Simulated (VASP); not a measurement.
BaZrO3, 5 atoms in the cell. Symmetry: Pm-3m, No. 221, cubic system. Conventional cell: a = 4.191 Å, b = 4.191 Å, c = 4.191 Å, α = 90.00°, β = 90.00°, γ = 90.00°. Ba (site symmetry m-3m) has 12 O at 2.96 Å and 8 Zr at 3.63 Å within 3.9 Å. Zr (site symmetry m-3m) has 6 O at 2.10 Å within 2.8 Å. Within 2.8 Å of O (site symmetry 4/mmm) lie 2 Zr at 2.10 Å. 

```yaml
Program: VASP 6.6.1
Task: relaxation of cell and atoms
Functional: PBEsol
Potentials_or_basis: VASP PAW PBE potentials, release 64 (Ba_sv, Zr_sv, O)
Cutoff: 600 eV
k_mesh: 6 × 6 × 6
Occupations: fermi-dirac, width 0.05 eV
Spin: no spin polarisation
Target_pressure: 5 GPa
Dipole_correction: no
Further_INCAR_settings: ALGO = Normal; EDIFF = 1e-07; IBRION = 2; EDIFFG = -0.01; NSW = 60; ISIF = 3
```

Potentials or basis: VASP PAW PBE potentials, release 64 (Ba_sv, Zr_sv, O).

Launch:

```sh
$ cat potpaw_PBE.64/Ba_sv/POTCAR potpaw_PBE.64/Zr_sv/POTCAR potpaw_PBE.64/O/POTCAR > POTCAR
$ mpirun -np 1 vasp_std > vasp.out
```

Hardware: 1 thread of Intel Xeon 8259CL, on a shared host.

Problem. Estimate the wall time of this run.

Solution. It took 2.7 min on 1 thread of Intel Xeon 8259CL, on a shared host, peak memory 0.24 GiB. Counts: scf iterations 38, k points 20, ion steps 3.
